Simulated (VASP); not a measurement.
Here is a VASP 6.6.1 calculation.

INCAR

```
  PREC = Accurate
  ENCUT = 520
  EDIFF = 1E-7
  ISMEAR = -1
  SIGMA = 0.1
  LREAL = False
  LASPH = True
  NELM = 100
  ALGO = Normal
  ISIF = 2
  LWAVE = False
  LCHARG = False
  GGA = CA
  NBANDS = 28
```

The input KPOINTS:

```
regular mesh
0
Gamma
  8 8 11
```

POSCAR

```
Sn
1.0
    5.4683611350      0.0000000000      0.0000000000
   -2.7341805675      4.7357396600      0.0000000000
    0.0000000000      0.0000000000      3.3298031403
Sn
3
Direct
    1.0000000000      0.0000000000      0.0000000000
    0.3333333333      0.6666666667      0.5000000000
    0.6666666667      0.3333333333      0.5000000000
```

Potentials or basis: VASP PAW LDA potentials, release 64 (Sn_d).

Launch:

```bash
$ cat potpaw_LDA.64/Sn_d/POTCAR > POTCAR
$ mpirun -np 1 vasp_std > vasp.out
```

Question: Predict the band gap on the k mesh.

Answer: Zero (bands 21 and 22 overlap by 3.60 eV).

Question: Estimate the pressure.

Answer: -4.8 GPa.

Stress tensor (GPa, compression positive):
```
-4.08  0.00  0.00
 0.00 -4.08  0.00
 0.00  0.00 -6.09
```

Caveat: the cell stands under tension; spin-orbit coupling is left out, which moves the levels of the heavy elements.
